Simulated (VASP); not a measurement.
Wanted: the native input for a VASP 6.6.1 run.

```yaml
Task: single point
Functional: LDA
Potentials_or_basis: VASP PAW LDA potentials, release 64 (Ir)
Cutoff: 520 eV
k_mesh: 20 × 20 × 20
Occupations: gaussian, width 0.15 eV
Spin: no spin polarisation
Dipole_correction: no
Further_INCAR_settings: ALGO = Fast; EDIFF = 1e-06; NBANDS = 10
```

The structure of Ir lies in POSCAR:

```
Ir
1.0
   -0.2095946661      1.7482100561      1.7482100561
    1.6958113896     -0.1571959996      1.6958113896
    1.9054060557      1.9054060557     -0.3667906657
Ir
1
Direct
    0.0000000000      0.0000000000      0.0000000000
```

This cell differs from its parent crystal: engineering shear strain xz -0.2200, engineering shear strain yz -0.1650.

These files were run (other wordings do the same):

INCAR

```
PREC = Accurate
ENCUT = 520
EDIFF = 1E-6
ISMEAR = 0
SIGMA = 0.15
LREAL = F
LASPH = T
NELM = 100
ALGO = Fast
ISIF = 2
LWAVE = F
LCHARG = F
NBANDS = 10
```

KPOINTS

```
regular mesh
0
Gamma
  20 20 20
```

Potentials or basis: VASP PAW LDA potentials, release 64 (Ir).

The run is started by

```console
$ cat potpaw_LDA.64/Ir/POTCAR > POTCAR
$ mpirun -np 1 vasp_std > vasp.out
```

Results of the run:

```
Pressure               : 43.6 GPa
Band gap on the k mesh : zero (an odd number of electrons rules out a gap without spin polarisation)
```

Caveat: the cell differs from its parent crystal (engineering shear strain xz -0.2200, engineering shear strain yz -0.1650); the cell stands under pressure; spin-orbit coupling is left out, which moves the levels of the heavy elements.

Run time: 6 min on 1 thread of Intel(R) Xeon(R) Platinum 8375C CPU @ 2.90GHz (Ice Lake), with other jobs on the host, peak memory 0.64 GiB.
